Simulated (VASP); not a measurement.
# CdS (F-43m) in VASP: notebook

Runs on CdS. Level: r2SCAN. Tasks: single point.

All numbers are computed with VASP 6.6.1; they aren't measurements. Logs are shortened: lines on timing, memory, paths and dates and some standing lists are left out, and cuts for length are marked.

## (1) The cell of the first run

The structure is cubic, space group F-43m (No. 216). Conventional cell: a = 5.758 Å, b = 5.758 Å, c = 5.758 Å, α = 90.00°, β = 90.00°, γ = 90.00°. Cd (site symmetry -43m) has 4 S at 2.49 Å within 3.3 Å. S (site symmetry -43m) has 4 Cd at 2.49 Å within 3.3 Å.

## (2) Single point, r2SCAN (23.87 Å³/atom)

The input, POSCAR:

```
CdS
1.0
    0.0000000000      2.8792140297      2.8792140297
    2.8792140297      0.0000000000      2.8792140297
    2.8792140297      2.8792140297      0.0000000000
Cd S
1 1
Direct
    0.0000000000      0.0000000000      0.0000000000
    0.2500000000      0.2500000000      0.2500000000
```

The input, INCAR.step1:

```
PREC = Accurate ; ENCUT = 550
ISMEAR = 0 ; SIGMA = 0.01
LREAL = F ; LASPH = T
NELM = 120 ; NBANDS = 16
GGA = PE ; ALGO = Normal
EDIFF = 1E-5 ; LWAVE = T
LCHARG = F ; GGA_COMPAT = F
```

The input, INCAR.step2:

```
PREC = Accurate ; ENCUT = 550
EDIFF = 1E-6 ; ISMEAR = 0
SIGMA = 0.01 ; LREAL = F
LASPH = T ; NELM = 120
ALGO = Normal ; ISIF = 2
LWAVE = F ; LCHARG = T
METAGGA = R2SCAN ; LMIXTAU = T
LELF = T ; LVHAR = T
NBANDS = 16 ; ISTART = 1
GGA_COMPAT = F
```

The input, KPOINTS:

```
Automatic mesh
0
Gamma
  6 6 6
```

Potentials or basis: VASP PAW PBE potentials, release 64 (Cd, S).

Command:

```console
cat potpaw_PBE.64/Cd/POTCAR potpaw_PBE.64/S/POTCAR > POTCAR
cp INCAR.step1 INCAR
mpirun -np 1 vasp_std > vasp.out
cp INCAR.step2 INCAR
mpirun -np 1 vasp_std > vasp.out
```

OUTCAR:

```text
PREC = Accurate
   ENCUT = 550
   EDIFF = 1E-6
   ISMEAR = 0
   LREAL = F
   LASPH = T
   NELM = 120
   ISIF = 2
   METAGGA = R2SCAN
   ISTART = 1

 ion  position               nearest neighbor table
   1  0.000  0.000  0.000-   2 2.49   2 2.49   2 2.49   2 2.49
   2  0.250  0.250  0.250-   1 2.49   1 2.49   1 2.49   1 2.49

  LATTYP: Found a face centered cubic cell.
 ALAT       =     5.7584280594

  Lattice vectors:

 A1 = (   0.0000000000,   2.8792140297,   2.8792140297)
 A2 = (   2.8792140297,   0.0000000000,   2.8792140297)
 A3 = (   2.8792140297,   2.8792140297,   0.0000000000)

Analysis of symmetry for initial positions (statically):
=====================================================================
 Subroutine PRICEL returns:
 Original cell was already a primitive cell.

 Routine SETGRP: Setting up the symmetry group for a
 face centered cubic supercell.

 Subroutine GETGRP returns: Found 24 space group operations
 (whereof 24 operations were pure point group operations)
 out of a pool of 48 trial point group operations.

The static configuration has the point symmetry T_d .

Analysis of symmetry for dynamics (positions and initial velocities):
=====================================================================
 Subroutine PRICEL returns:
 Original cell was already a primitive cell.

 Routine SETGRP: Setting up the symmetry group for a
 face centered cubic supercell.

 Subroutine GETGRP returns: Found 24 space group operations
 (whereof 24 operations were pure point group operations)
 out of a pool of 48 trial point group operations.

The dynamic configuration has the point symmetry T_d .

 Subroutine INISYM returns: Found 24 space group operations
 (whereof 24 operations are pure point group operations),
 and found     1 'primitive' translations

----------------------------------------------------------------------------------------

                                     Primitive cell

  volume of cell :      47.7366

  direct lattice vectors                    reciprocal lattice vectors
     0.000000000  2.879214030  2.879214030    -0.173658504  0.173658504  0.173658504
     2.879214030  0.000000000  2.879214030     0.173658504 -0.173658504  0.173658504
     2.879214030  2.879214030  0.000000000     0.173658504  0.173658504 -0.173658504

  length of vectors
     4.071823530  4.071823530  4.071823530     0.300785351  0.300785351  0.300785351

  position of ions in fractional coordinates (direct lattice)
     0.000000000  0.000000000  0.000000000
     0.250000000  0.250000000  0.250000000

  ion indices of the primitive-cell ions
   primitive index   ion index
                 1           1
                 2           2

----------------------------------------------------------------------------------------

 KPOINTS: Automatic mesh

Automatic generation of k-mesh.
 Grid dimensions read from file:
 generate k-points for:    6    6    6

 Generating k-lattice:

  Cartesian coordinates                     Fractional coordinates (reciprocal lattice)
    -0.028943084  0.028943084  0.028943084     0.166666667  0.000000000  0.000000000
     0.028943084 -0.028943084  0.028943084     0.000000000  0.166666667  0.000000000
     0.028943084  0.028943084 -0.028943084     0.000000000  0.000000000  0.166666667

  Length of vectors
     0.050130892  0.050130892  0.050130892

  Shift w.r.t. Gamma in fractional coordinates (k-lattice)
     0.000000000  0.000000000  0.000000000

 Subroutine IBZKPT returns following result:
 ===========================================

 Found     16 irreducible k-points:

 Following reciprocal coordinates:
            Coordinates               Weight
  0.000000  0.000000  0.000000      1.000000
  0.166667  0.000000  0.000000      8.000000
  0.333333  0.000000  0.000000      8.000000
  0.500000  0.000000  0.000000      4.000000
  0.166667  0.166667  0.000000      6.000000
  0.333333  0.166667  0.000000     24.000000
[... 8 lines left out ...]
 -0.333333  0.333333  0.166667     24.000000
 -0.333333  0.500000  0.166667     12.000000
   k-points           NKPTS =     16   k-points in BZ     NKDIM =     16   number of bands    NBANDS=     16
   number of dos      NEDOS =    301   number of ions     NIONS =      2
   total plane-waves  NPLWV =  32768
   dimension x,y,z NGX =    32 NGY =   32 NGZ =   32
   dimension x,y,z NGXF=    64 NGYF=   64 NGZF=   64
   ions per type =               1   1
   NGX,Y,Z   is equivalent  to a cutoff of  13.07, 13.07, 13.07 a.u.
   NGXF,Y,Z  is equivalent  to a cutoff of  26.13, 26.13, 26.13 a.u.
 SYSTEM =  unknown system
   PREC   = accura    normal or accurate (medium, high low for compatibility)
   ISTART =      1    job   : 0-new  1-cont  2-samecut
   ICHARG =      0    charge: 1-file 2-atom 10-const
   ISPIN  =      1    spin polarized calculation?
   LNONCOLLINEAR =      F non collinear calculations
   LSORBIT =      F    spin-orbit coupling
   LASPH  =      T    aspherical Exc in radial PAW
   ENCUT  =  550.0 eV  40.42 Ry    6.36 a.u.   7.79  7.79  7.79*2*pi/ulx,y,z
   NELM   =    120;   NELMIN=  2; NELMDL=  0     # of ELM steps
   EDIFF  = 0.1E-05   stopping-criterion for ELM
   LREAL  =      F    real-space projection
   EDIFFG = 0.1E-04   stopping-criterion for IOM
   NSW    =      0    number of steps for IOM
   IBRION =     -1    ionic relax: 0-MD 1-quasi-New 2-CG
   NFREE  =      0    steps in history (QN), initial steepest desc. (CG)
   ISIF   =      2    stress and relaxation
   ISYM   =      2    0-nonsym 1-usesym 2-fastsym
   POTIM  = 0.5000    time-step for ionic-motion
   TEBEG  =    0.0;   TEEND  =   0.0 temperature during run
   PSTRESS=    0.0 pullay stress
   NELECT =      18.0000    total number of electrons
   NUPDOWN=      -1.0000    fix difference up-down
   EMIN   =  10.00;   EMAX   =-10.00  energy-range for DOS
   EFERMI =   0.00;   METHOD = LEGACY
   ISMEAR =     0;   SIGMA  =   0.01  broadening in eV -4-tet -1-fermi 0-gaus
   EFERMI_NEDOS =   21; number of points for ismear=-14 and -15
   IALGO  =     38    algorithm
   IMIX   =      4    mixing-type and parameters
     AMIX     =   0.40;   BMIX     =  1.00
     AMIX_MAG =   1.60;   BMIX_MAG =  1.00
  volume/ion in A,a.u.               =      23.87       161.07
  Fermi-wavevector in a.u.,A,eV,Ry     =   1.182719  2.235016 19.032172  1.398825
  Thomas-Fermi vector in A             =   2.318968
   LORBIT       =      0    0 simple, 1 ext, 2 COOP (PROOUT), +10 PAW based schemes
   METAGGA = R2SCAN    functional components
   LHFCALC =     F    Hartree Fock is set to
   AEXX    =    0.0000 exact exchange contribution
   IVDW    =     0    specifies the selected vdW correction
   LEPSILON=     F    determine dielectric tensor
   LRPA    =     F    only Hartree local field effects (RPA)
 non-spin polarized calculation
 Gauss-broadening in eV      SIGMA  =   0.01
  energy-cutoff  :      550.00
  volume of cell :       47.74
 maximum number of plane-waves:      1420
   NGX = 15   NGY = 15   NGZ = 15

 number of electron      17.9999997 magnetization

 Free energy of the ion-electron system (eV)
  ---------------------------------------------------
  ext. energy  EPLUGINS =         0.00000000
  ---------------------------------------------------
  free energy    TOTEN  =       -29.63880589 eV

  energy without entropy =      -29.63880589  energy(sigma->0) =      -29.63880589

 E-fermi :   1.4739     XC(G=0):  -9.9272

 val. band max:        1.3963371081   @ k =   0.0000   0.0000   0.0000
 cond. band min:       3.0764126453   @ k =   0.0000   0.0000   0.0000
 fundamental gap:      1.6800755372
 Fermi energy:         1.4739358635

 k-point     1 :       0.0000    0.0000    0.0000
  band No.  band energies     occupation
      1     -11.7356      2.00000
      2      -6.7265      2.00000
      3      -6.7265      2.00000
      4      -6.7265      2.00000
      5      -6.1529      2.00000
      6      -6.1529      2.00000
[... 8 lines left out ...]
     15      13.4639      0.00000
     16      13.5926      0.00000

 k-point     2 :       0.1667    0.0000    0.0000
  band No.  band energies     occupation
      1     -11.6193      2.00000
      2      -6.6826      2.00000
      3      -6.6826      2.00000
      4      -6.6153      2.00000
      5      -6.1536      2.00000
      6      -6.1536      2.00000
[... 8 lines left out ...]
     15      12.6125      0.00000
     16      13.8348      0.00000

 k-point     3 :       0.3333    0.0000    0.0000
  band No.  band energies     occupation
      1     -11.3852      2.00000
      2      -6.6098      2.00000
      3      -6.6098      2.00000
      4      -6.1940      2.00000
      5      -6.1338      2.00000
      6      -6.1338      2.00000
[... 8 lines left out ...]
     15      13.1139      0.00000
     16      13.1139      0.00000

 k-point     4 :       0.5000    0.0000    0.0000
  band No.  band energies     occupation
      1     -11.2689      2.00000
      2      -6.5839      2.00000
      3      -6.5839      2.00000
      4      -6.1099      2.00000
      5      -6.1099      2.00000
      6      -5.7309      2.00000
[... 8 lines left out ...]
     15      14.6646      0.00000
     16      14.6646      0.00000
[... 172 lines left out ...]
 k-point    14 :       0.5000    0.3333    0.1667
  band No.  band energies     occupation
      1     -11.2360      2.00000
      2      -6.5047      2.00000
      3      -6.4947      2.00000
      4      -6.2718      2.00000
      5      -6.1074      2.00000
      6      -5.8431      2.00000
[... 8 lines left out ...]
     15      15.2103      0.00000
     16      15.5441      0.00000

 k-point    15 :      -0.3333    0.3333    0.1667
  band No.  band energies     occupation
      1     -11.1622      2.00000
      2      -6.4973      2.00000
      3      -6.4496      2.00000
      4      -6.2018      2.00000
      5      -6.1331      2.00000
      6      -5.5320      2.00000
[... 8 lines left out ...]
     15      14.6488      0.00000
     16      15.5589      0.00000

 k-point    16 :      -0.3333    0.5000    0.1667
  band No.  band energies     occupation
      1     -11.1262      2.00000
      2      -6.4588      2.00000
      3      -6.4013      2.00000
      4      -6.2493      2.00000
      5      -6.1052      2.00000
      6      -5.4964      2.00000
[... 8 lines left out ...]
     15      15.4047      0.00000
     16      15.5130      0.00000

------------------------ aborting loop because EDIFF is reached ----------------------------------------

  FORCE on cell =-STRESS in cart. coord.  units (eV):
  Direction    XX          YY          ZZ          XY          YZ          ZX
  --------------------------------------------------------------------------------------
  -------------------------------------------------------------------------------------
  Total        1.3935478      1.3935478      1.3935478     -0.0000000      0.0000000      0.0000000
  in kB       46.7714268     46.7714268     46.7714268     -0.0000000      0.0000000      0.0000000
  external PRESSURE =      46.7714268 kB  Pullay stress =       0.0000000 kB

 VOLUME and BASIS-vectors are now :
 -----------------------------------------------------------------------------
  energy-cutoff  :      550.00
  volume of cell :       47.74
      direct lattice vectors                 reciprocal lattice vectors
     0.000000000  2.879214030  2.879214030    -0.173658504  0.173658504  0.173658504
     2.879214030  0.000000000  2.879214030     0.173658504 -0.173658504  0.173658504
     2.879214030  2.879214030  0.000000000     0.173658504  0.173658504 -0.173658504

 POSITION                                       TOTAL-FORCE (eV/Angst)
 -----------------------------------------------------------------------------------
      0.00000      0.00000      0.00000         0.000000      0.000000      0.000000
      1.43961      1.43961      1.43961        -0.000000     -0.000000     -0.000000
 -----------------------------------------------------------------------------------
    total drift:                                0.000000      0.000000      0.000000

  FREE ENERGIE OF THE ION-ELECTRON SYSTEM (eV)
  ---------------------------------------------------
  free  energy   TOTEN  =       -29.6388058888 eV

  energy  without entropy=      -29.6388058888  energy(sigma->0) =      -29.63880589
```

It took 22 s on 1 thread of Intel Xeon 6975P-C (Granite Rapids), shared host; peak memory 0.18 GiB.

What came out:

* Free energy: -29.6388 eV
* Pressure: 4.7 GPa
* Band gap on the k mesh: 1.68 eV

Levels at points of the mesh, in eV from the valence-band top:
| k point | band 5 | band 6 | band 7 | band 8 | band 9 | band 10 | band 11 | band 12 | band 13 | band 14 |
| --- | --- | --- | --- | --- | --- | --- | --- | --- | --- | --- |
| (0.00, 0.00, 0.00) | -7.55 | -7.55 | 0.00 | 0.00 | 0.00 | 1.68 | 7.06 | 7.06 | 7.06 | 12.07 |
| (0.50, 0.00, 0.00) | -7.51 | -7.13 | -4.72 | -0.83 | -0.83 | 3.53 | 7.47 | 7.47 | 8.02 | 11.74 |
| (0.50, 0.50, 0.00) | -7.45 | -7.06 | -4.16 | -2.07 | -2.07 | 3.78 | 4.79 | 10.00 | 11.79 | 11.79 |

Caveat: the cell stands under pressure; the PAW data sets were made with another functional, which shifts forces and pressure a little.

## (3) Single point, r2SCAN (24.63 Å³/atom)

This run uses another cell than the first one, of 24.63 Å³/atom.

The input, POSCAR:

```
CdS
1.0
    0.0000000000      2.9095237732      2.9095237732
    2.9095237732      0.0000000000      2.9095237732
    2.9095237732      2.9095237732      0.0000000000
Cd S
1 1
Direct
    0.0000000000      0.0000000000      0.0000000000
    0.2500000000      0.2500000000      0.2500000000
```

The input, INCAR.step1:

```
PREC = Accurate
ENCUT = 550
ISMEAR = 0
SIGMA = 0.01
LREAL = False
LASPH = True
NELM = 120
NBANDS = 16
GGA = PE
ALGO = Normal
EDIFF = 1E-5
LWAVE = True
LCHARG = False
GGA_COMPAT = False
```

The input, INCAR.step2:

```
PREC = Accurate
ENCUT = 550
EDIFF = 1E-6
ISMEAR = 0
SIGMA = 0.01
LREAL = False
LASPH = True
NELM = 120
ALGO = Normal
ISIF = 2
LWAVE = False
LCHARG = False
METAGGA = R2SCAN
LMIXTAU = True
NBANDS = 16
ISTART = 1
GGA_COMPAT = False
```

KPOINTS is that of step 2.

Potentials or basis: VASP PAW PBE potentials, release 64 (Cd, S).

Command:

```console
cat potpaw_PBE.64/Cd/POTCAR potpaw_PBE.64/S/POTCAR > POTCAR
cp INCAR.step1 INCAR
mpirun -np 1 vasp_std > vasp.out
cp INCAR.step2 INCAR
mpirun -np 1 vasp_std > vasp.out
```

OUTCAR:

```text
PREC = Accurate
   ENCUT = 550
   EDIFF = 1E-6
   ISMEAR = 0
   LREAL = False
   LASPH = True
   NELM = 120
   ISIF = 2
   METAGGA = R2SCAN
   ISTART = 1

 ion  position               nearest neighbor table
   1  0.000  0.000  0.000-   2 2.52   2 2.52   2 2.52   2 2.52
   2  0.250  0.250  0.250-   1 2.52   1 2.52   1 2.52   1 2.52

  LATTYP: Found a face centered cubic cell.
 ALAT       =     5.8190475464

  Lattice vectors:

 A1 = (   0.0000000000,   2.9095237732,   2.9095237732)
 A2 = (   2.9095237732,   0.0000000000,   2.9095237732)
 A3 = (   2.9095237732,   2.9095237732,   0.0000000000)

Analysis of symmetry for initial positions (statically):
=====================================================================
 Subroutine PRICEL returns:
 Original cell was already a primitive cell.

 Routine SETGRP: Setting up the symmetry group for a
 face centered cubic supercell.

 Subroutine GETGRP returns: Found 24 space group operations
 (whereof 24 operations were pure point group operations)
 out of a pool of 48 trial point group operations.

The static configuration has the point symmetry T_d .

[... 149 lines left out ...]
  energy without entropy =      -29.67200250  energy(sigma->0) =      -29.67200250

 E-fermi :   1.2187     XC(G=0):  -9.7694

 val. band max:        1.1148721343   @ k =   0.0000   0.0000   0.0000
 cond. band min:       2.7232806567   @ k =   0.0000   0.0000   0.0000
 fundamental gap:      1.6084085224
 Fermi energy:         1.2187103097

 k-point     1 :       0.0000    0.0000    0.0000
  band No.  band energies     occupation
      1     -11.8078      2.00000
      2      -6.8816      2.00000
      3      -6.8816      2.00000
      4      -6.8816      2.00000
      5      -6.3568      2.00000
      6      -6.3568      2.00000
[... 281 lines left out ...]
      3      -6.5844      2.00000
      4      -6.4435      2.00000
      5      -6.3126      2.00000
      6      -5.7493      2.00000
[... 8 lines left out ...]
     15      15.0269      0.00000
     16      15.1069      0.00000

------------------------ aborting loop because EDIFF is reached ----------------------------------------

  FORCE on cell =-STRESS in cart. coord.  units (eV):
  Direction    XX          YY          ZZ          XY          YZ          ZX
  --------------------------------------------------------------------------------------
  -------------------------------------------------------------------------------------
  Total        0.7065359      0.7065359      0.7065359      0.0000000     -0.0000000     -0.0000000
  in kB       22.9799507     22.9799507     22.9799507      0.0000000     -0.0000000     -0.0000000
  external PRESSURE =      22.9799507 kB  Pullay stress =       0.0000000 kB

 VOLUME and BASIS-vectors are now :
 -----------------------------------------------------------------------------
  energy-cutoff  :      550.00
  volume of cell :       49.26
      direct lattice vectors                 reciprocal lattice vectors
     0.000000000  2.909523773  2.909523773    -0.171849429  0.171849429  0.171849429
     2.909523773  0.000000000  2.909523773     0.171849429 -0.171849429  0.171849429
     2.909523773  2.909523773  0.000000000     0.171849429  0.171849429 -0.171849429

 POSITION                                       TOTAL-FORCE (eV/Angst)
 -----------------------------------------------------------------------------------
      0.00000      0.00000      0.00000        -0.000000     -0.000000     -0.000000
      1.45476      1.45476      1.45476         0.000000      0.000000      0.000000
 -----------------------------------------------------------------------------------
    total drift:                                0.000000      0.000000      0.000000

  FREE ENERGIE OF THE ION-ELECTRON SYSTEM (eV)
  ---------------------------------------------------
  free  energy   TOTEN  =       -29.6720025028 eV

  energy  without entropy=      -29.6720025028  energy(sigma->0) =      -29.67200250
```

It took 21 s on 1 thread of Intel Xeon 6975P-C (Granite Rapids), shared host; peak memory 0.18 GiB.

Results:

| Item | Value |
| --- | --- |
| Free energy | -29.6720 eV |
| Pressure | 2.3 GPa |
| Band gap on the k mesh | 1.61 eV |

Levels at points of the mesh, in eV from the valence-band top:
```csv
k point,band 5,band 6,band 7,band 8,band 9,band 10,band 11,band 12,band 13,band 14
"(0.00, 0.00, 0.00)",-7.47,-7.47,0.00,0.00,0.00,1.61,7.07,7.07,7.07,12.01
"(0.50, 0.00, 0.00)",-7.43,-7.08,-4.51,-0.78,-0.78,3.49,7.48,7.48,7.92,11.61
"(0.50, 0.50, 0.00)",-7.38,-7.01,-4.01,-1.95,-1.95,3.83,4.76,9.84,11.60,11.60
```

Caveat: the PAW data sets were made with another functional, which shifts forces and pressure a little.
